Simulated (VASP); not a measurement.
# GaP (F-43m) in VASP: a series of runs

Runs on GaP. Level: r2SCAN. Tasks: single point.

All numbers are computed with VASP 6.6.1; they aren't measurements. Logs are shortened: lines on timing, memory, paths and dates and some standing lists are left out, and cuts for length are marked.

**Experimental background.**

From “Stacking defects in GaP nanowires: Electronic structure and optical properties”, 2018, arxiv:1810.01194, for a bulk crystal of GaP at 10 K: band gap 2.34 eV (indirect).

The results are compared with them further down.

## Step 1: The cell of the first run

It takes space group F-43m (No. 216, cubic). Conventional cell: a = 5.469 Å, b = 5.469 Å, c = 5.469 Å, α = 90.00°, β = 90.00°, γ = 90.00°. Ga (site symmetry -43m) has 4 P at 2.37 Å within 3.1 Å. P (site symmetry -43m) has 4 Ga at 2.37 Å within 3.1 Å.

## Step 2: Single point, r2SCAN

Input file POSCAR:

```
GaP
1.0
    0.0000000000      2.7343040532      2.7343040532
    2.7343040532      0.0000000000      2.7343040532
    2.7343040532      2.7343040532      0.0000000000
Ga P
1 1
Direct
    0.0000000000      0.0000000000      0.0000000000
    0.2500000000      0.2500000000      0.2500000000
```

Input file INCAR.step1:

```
PREC = Accurate
ENCUT = 520
ISMEAR = 0
SIGMA = 0.01
LREAL = False
LASPH = True
NELM = 80
NBANDS = 16
GGA = PE
ALGO = Normal
EDIFF = 1E-4
LWAVE = True
LCHARG = False
```

Input file INCAR.step2:

```
PREC = Accurate
ENCUT = 520
EDIFF = 1E-6
ISMEAR = 0
SIGMA = 0.01
LREAL = False
LASPH = True
NELM = 80
ALGO = Normal
ISIF = 2
LWAVE = False
LCHARG = False
METAGGA = R2SCAN
LMIXTAU = True
NBANDS = 16
ISTART = 1
```

Input file KPOINTS:

```
Automatic mesh
0
Gamma
  6 6 6
```

Potentials or basis: VASP PAW PBE potentials, release 64 (Ga_d, P).

Started as:

```sh
cat potpaw_PBE.64/Ga_d/POTCAR potpaw_PBE.64/P/POTCAR > POTCAR
cp INCAR.step1 INCAR
mpirun -np 1 vasp_std > vasp.out
cp INCAR.step2 INCAR
mpirun -np 1 vasp_std > vasp.out
```

OUTCAR:

```text
PREC = Accurate
   ENCUT = 520
   EDIFF = 1E-6
   ISMEAR = 0
   LREAL = False
   LASPH = True
   NELM = 80
   ISIF = 2
   METAGGA = R2SCAN
   ISTART = 1

 ion  position               nearest neighbor table
   1  0.000  0.000  0.000-   2 2.37   2 2.37   2 2.37   2 2.37
   2  0.250  0.250  0.250-   1 2.37   1 2.37   1 2.37   1 2.37

  LATTYP: Found a face centered cubic cell.
 ALAT       =     5.4686081064

  Lattice vectors:

 A1 = (   0.0000000000,   2.7343040532,   2.7343040532)
 A2 = (   2.7343040532,   0.0000000000,   2.7343040532)
 A3 = (   2.7343040532,   2.7343040532,   0.0000000000)

Analysis of symmetry for initial positions (statically):
=====================================================================
 Subroutine PRICEL returns:
 Original cell was already a primitive cell.

 Routine SETGRP: Setting up the symmetry group for a
 face centered cubic supercell.

 Subroutine GETGRP returns: Found 24 space group operations
 (whereof 24 operations were pure point group operations)
 out of a pool of 48 trial point group operations.

The static configuration has the point symmetry T_d .

Analysis of symmetry for dynamics (positions and initial velocities):
=====================================================================
 Subroutine PRICEL returns:
 Original cell was already a primitive cell.

 Routine SETGRP: Setting up the symmetry group for a
 face centered cubic supercell.

 Subroutine GETGRP returns: Found 24 space group operations
 (whereof 24 operations were pure point group operations)
 out of a pool of 48 trial point group operations.

The dynamic configuration has the point symmetry T_d .

 Subroutine INISYM returns: Found 24 space group operations
 (whereof 24 operations are pure point group operations),
 and found     1 'primitive' translations

----------------------------------------------------------------------------------------

                                     Primitive cell

  volume of cell :      40.8856

  direct lattice vectors                    reciprocal lattice vectors
     0.000000000  2.734304053  2.734304053    -0.182861887  0.182861887  0.182861887
     2.734304053  0.000000000  2.734304053     0.182861887 -0.182861887  0.182861887
     2.734304053  2.734304053  0.000000000     0.182861887  0.182861887 -0.182861887

  length of vectors
     3.866889876  3.866889876  3.866889876     0.316726080  0.316726080  0.316726080

  position of ions in fractional coordinates (direct lattice)
     0.000000000  0.000000000  0.000000000
[... 63 lines left out ...]
   ISPIN  =      1    spin polarized calculation?
   LNONCOLLINEAR =      F non collinear calculations
   LSORBIT =      F    spin-orbit coupling
   LASPH  =      T    aspherical Exc in radial PAW
   ENCUT  =  520.0 eV  38.22 Ry    6.18 a.u.   7.19  7.19  7.19*2*pi/ulx,y,z
   NELM   =     80;   NELMIN=  2; NELMDL=  0     # of ELM steps
   EDIFF  = 0.1E-05   stopping-criterion for ELM
   LREAL  =      F    real-space projection
[... 7 lines left out ...]
   TEBEG  =    0.0;   TEEND  =   0.0 temperature during run
   PSTRESS=    0.0 pullay stress
   NELECT =      18.0000    total number of electrons
   NUPDOWN=      -1.0000    fix difference up-down
   EMIN   =  10.00;   EMAX   =-10.00  energy-range for DOS
   EFERMI =   0.00;   METHOD = LEGACY
   ISMEAR =     0;   SIGMA  =   0.01  broadening in eV -4-tet -1-fermi 0-gaus
   EFERMI_NEDOS =   21; number of points for ismear=-14 and -15
   IALGO  =     38    algorithm
   IMIX   =      4    mixing-type and parameters
     AMIX     =   0.40;   BMIX     =  1.00
     AMIX_MAG =   1.60;   BMIX_MAG =  1.00
  volume/ion in A,a.u.               =      20.44       137.95
  Fermi-wavevector in a.u.,A,eV,Ry     =   1.245400  2.353465 21.102924  1.551021
  Thomas-Fermi vector in A             =   2.379624
   LORBIT       =      0    0 simple, 1 ext, 2 COOP (PROOUT), +10 PAW based schemes
   METAGGA = R2SCAN    functional components
   LHFCALC =     F    Hartree Fock is set to
   AEXX    =    0.0000 exact exchange contribution
   IVDW    =     0    specifies the selected vdW correction
   LEPSILON=     F    determine dielectric tensor
   LRPA    =     F    only Hartree local field effects (RPA)
 non-spin polarized calculation
 Gauss-broadening in eV      SIGMA  =   0.01
  energy-cutoff  :      520.00
  volume of cell :       40.89
 maximum number of plane-waves:      1113
 NGX is ok and might be reduce to    30
   NGX = 15   NGY = 15   NGZ = 15

 number of electron      17.9999992 magnetization

 Free energy of the ion-electron system (eV)
  ---------------------------------------------------
  ext. energy  EPLUGINS =         0.00000000
  ---------------------------------------------------
  free energy    TOTEN  =       -21.44994184 eV

  energy without entropy =      -21.44994184  energy(sigma->0) =      -21.44994184

 E-fermi :   4.4184     XC(G=0): -10.4983

 val. band max:        4.3655655433   @ k =   0.0000   0.0000   0.0000
 cond. band min:       6.2947693809   @ k =   0.5000   0.5000   0.0000
 fundamental gap:      1.9292038376
 Fermi energy:         4.4183930105

 k-point     1 :       0.0000    0.0000    0.0000
  band No.  band energies     occupation
      1     -10.6139      2.00000
      2     -10.6139      2.00000
      3     -10.6139      2.00000
      4     -10.5034      2.00000
      5     -10.5034      2.00000
      6      -8.5794      2.00000
[... 281 lines left out ...]
      3     -10.5501      2.00000
      4     -10.5250      2.00000
      5     -10.4896      2.00000
      6      -5.4614      2.00000
[... 8 lines left out ...]
     15      16.8987      0.00000
     16      18.6837      0.00000

------------------------ aborting loop because EDIFF is reached ----------------------------------------

  FORCE on cell =-STRESS in cart. coord.  units (eV):
  Direction    XX          YY          ZZ          XY          YZ          ZX
  --------------------------------------------------------------------------------------
  -------------------------------------------------------------------------------------
  Total       -0.2152547     -0.2152547     -0.2152547      0.0000000     -0.0000000      0.0000000
  in kB       -8.4351498     -8.4351498     -8.4351498      0.0000000     -0.0000000      0.0000000
  external PRESSURE =      -8.4351498 kB  Pullay stress =       0.0000000 kB

 VOLUME and BASIS-vectors are now :
 -----------------------------------------------------------------------------
  energy-cutoff  :      520.00
  volume of cell :       40.89
      direct lattice vectors                 reciprocal lattice vectors
     0.000000000  2.734304053  2.734304053    -0.182861887  0.182861887  0.182861887
     2.734304053  0.000000000  2.734304053     0.182861887 -0.182861887  0.182861887
     2.734304053  2.734304053  0.000000000     0.182861887  0.182861887 -0.182861887

 POSITION                                       TOTAL-FORCE (eV/Angst)
 -----------------------------------------------------------------------------------
      0.00000      0.00000      0.00000        -0.000000     -0.000000     -0.000000
      1.36715      1.36715      1.36715         0.000000      0.000000      0.000000
 -----------------------------------------------------------------------------------
    total drift:                                0.000008      0.000008      0.000008

  FREE ENERGIE OF THE ION-ELECTRON SYSTEM (eV)
  ---------------------------------------------------
  free  energy   TOTEN  =       -21.4499418379 eV

  energy  without entropy=      -21.4499418379  energy(sigma->0) =      -21.44994184
```

OSZICAR.step1:

```text
N       E                     dE             d eps       ncg     rms          rms(c)
DAV:   1     0.824296668428E+02    0.82430E+02   -0.90106E+03   528   0.161E+03
DAV:   2    -0.313873880954E+01   -0.85568E+02   -0.81349E+02   600   0.320E+02
DAV:   3    -0.927237112594E+01   -0.61336E+01   -0.61183E+01   624   0.652E+01
DAV:   4    -0.937575859247E+01   -0.10339E+00   -0.10335E+00   680   0.923E+00
DAV:   5    -0.937798688529E+01   -0.22283E-02   -0.22283E-02   608   0.117E+00    0.420E+00
DAV:   6    -0.913362049175E+01    0.24437E+00   -0.38002E-01   816   0.104E+01    0.278E+00
DAV:   7    -0.910670366346E+01    0.26917E-01   -0.94485E-02   656   0.205E+00    0.111E+00
DAV:   8    -0.910708778852E+01   -0.38413E-03   -0.13552E-02   600   0.140E+00    0.192E-01
DAV:   9    -0.910750224049E+01   -0.41445E-03   -0.13379E-03   624   0.508E-01    0.811E-02
DAV:  10    -0.910757437489E+01   -0.72134E-04   -0.90286E-05   504   0.116E-01
   1 F= -.91075744E+01 E0= -.91075744E+01  d E =-.631231E-29
```

It took 34 s on 1 thread of Intel Xeon Platinum 8488C (Sapphire Rapids), shared host; peak memory 0.17 GiB.

Results:

```yaml
Free_energy: -21.4499 eV
Pressure: -0.8 GPa
Band_gap_on_the_k_mesh: 1.93 eV, indirect (least direct gap 2.26 eV)
```

Levels at points of the mesh, in eV from the valence-band top:
```csv
k point,band 7,band 8,band 9,band 10,band 11,band 12
"(0.00, 0.00, 0.00)",0.00,0.00,0.00,2.26,4.19,4.19
"(0.50, 0.00, 0.00)",-6.79,-1.15,-1.15,2.00,5.06,5.06
"(0.50, 0.50, 0.00)",-6.91,-2.76,-2.76,1.93,2.11,11.27
```

Caveat: the PAW data sets were made with another functional, which shifts forces and pressure a little.

## Step 3: Single point, r2SCAN

This run uses another cell than the first one, of 21.66 Å³/atom, 1.059 times its volume.

Input file POSCAR:

```
GaP
1.0
    0.0000000000      2.7874105591      2.7874105591
    2.7874105591      0.0000000000      2.7874105591
    2.7874105591      2.7874105591      0.0000000000
Ga P
1 1
Direct
    0.0000000000      0.0000000000      0.0000000000
    0.2500000000      0.2500000000      0.2500000000
```

Input file INCAR.step1:

```
SYSTEM = GaP
ALGO = Normal ; EDIFF = 1E-4
ENCUT = 520 ; GGA = PE
ISMEAR = 0 ; LASPH = .TRUE.
LCHARG = .FALSE. ; LREAL = .FALSE.
LWAVE = .TRUE. ; NBANDS = 16
NELM = 100 ; PREC = Accurate
SIGMA = 0.01
```

Input file INCAR.step2:

```
SYSTEM = GaP
ALGO = Normal ; EDIFF = 1E-7
ENCUT = 520 ; ISIF = 2
ISMEAR = 0 ; ISTART = 1
LASPH = .TRUE. ; LCHARG = .FALSE.
LMIXTAU = .TRUE. ; LREAL = .FALSE.
LWAVE = .FALSE. ; METAGGA = R2SCAN
NBANDS = 16 ; NELM = 100
PREC = Accurate ; SIGMA = 0.01
```

Input file KPOINTS:

```
k-points
0
G
  6 6 6
  0 0 0
```

Potentials or basis: VASP PAW PBE potentials, release 64 (Ga_d, P).

Started as:

```sh
cat potpaw_PBE.64/Ga_d/POTCAR potpaw_PBE.64/P/POTCAR > POTCAR
cp INCAR.step1 INCAR
mpirun -np 1 vasp_std > vasp.out
cp INCAR.step2 INCAR
mpirun -np 1 vasp_std > vasp.out
```

OUTCAR:

```text
SYSTEM = GaP
   EDIFF = 1E-7
   ENCUT = 520
   ISIF = 2
   ISMEAR = 0
   ISTART = 1
   LASPH = .TRUE.
   LREAL = .FALSE.
   METAGGA = R2SCAN
   NELM = 100
   PREC = Accurate

 ion  position               nearest neighbor table
   1  0.000  0.000  0.000-   2 2.41   2 2.41   2 2.41   2 2.41
   2  0.250  0.250  0.250-   1 2.41   1 2.41   1 2.41   1 2.41

  LATTYP: Found a face centered cubic cell.
 ALAT       =     5.5748211182

  Lattice vectors:

[... 480 lines left out ...]

------------------------ aborting loop because EDIFF is reached ----------------------------------------

  FORCE on cell =-STRESS in cart. coord.  units (eV):
  Direction    XX          YY          ZZ          XY          YZ          ZX
  --------------------------------------------------------------------------------------
  -------------------------------------------------------------------------------------
  Total       -1.3804299     -1.3804299     -1.3804299      0.0000000     -0.0000000      0.0000000
  in kB      -51.0613305    -51.0613305    -51.0613305      0.0000000     -0.0000000      0.0000000
  external PRESSURE =     -51.0613305 kB  Pullay stress =       0.0000000 kB

 VOLUME and BASIS-vectors are now :
 -----------------------------------------------------------------------------
  energy-cutoff  :      520.00
  volume of cell :       43.31
      direct lattice vectors                 reciprocal lattice vectors
     0.000000000  2.787410559  2.787410559    -0.179377953  0.179377953  0.179377953
     2.787410559  0.000000000  2.787410559     0.179377953 -0.179377953  0.179377953
     2.787410559  2.787410559  0.000000000     0.179377953  0.179377953 -0.179377953

 POSITION                                       TOTAL-FORCE (eV/Angst)
 -----------------------------------------------------------------------------------
      0.00000      0.00000      0.00000        -0.000000      0.000000      0.000000
      1.39371      1.39371      1.39371         0.000000     -0.000000      0.000000
 -----------------------------------------------------------------------------------
    total drift:                                0.000003      0.000003      0.000003

  FREE ENERGIE OF THE ION-ELECTRON SYSTEM (eV)
  ---------------------------------------------------
  free  energy   TOTEN  =       -21.4029473106 eV

  energy  without entropy=      -21.4029473106  energy(sigma->0) =      -21.40294731
```

OUTCAR.step1:

```text
SYSTEM = GaP
   EDIFF = 1E-4
   ENCUT = 520
   GGA = PE
   ISMEAR = 0
   LASPH = .TRUE.
   LREAL = .FALSE.
[... 514 lines left out ...]
      0.00000      0.00000      0.00000         0.000000      0.000000      0.000000
      1.39371      1.39371      1.39371        -0.000000     -0.000000     -0.000000
 -----------------------------------------------------------------------------------
    total drift:                                0.000002      0.000002      0.000002

  FREE ENERGIE OF THE ION-ELECTRON SYSTEM (eV)
  ---------------------------------------------------
  free  energy   TOTEN  =        -9.0986842020 eV

  energy  without entropy=       -9.0986842020  energy(sigma->0) =       -9.09868420
```

Wall time 38 s (1 thread of Intel Xeon Platinum 8488C (Sapphire Rapids), shared host); peak memory 0.17 GiB.

Results:

```
Free energy            : -21.4029 eV
Pressure               : -5.1 GPa
Band gap on the k mesh : 1.76 eV, direct
```

Caveat: the PAW data sets were made with another functional, which shifts forces and pressure a little.

## Step 4: Comparison with measurements

Step 2. A measured gap of GaP is 2.34 eV (indirect; 10 K; quoted in “Stacking defects in GaP nanowires: Electronic structure and optical properties”, 2018, arxiv:1810.01194); the calculated 1.93 eV misses it by -0.41 eV. Spin-orbit coupling on Ga is left out. The value is that of r2SCAN on a finite k mesh, which can miss the band edges, without temperature or zero-point motion.
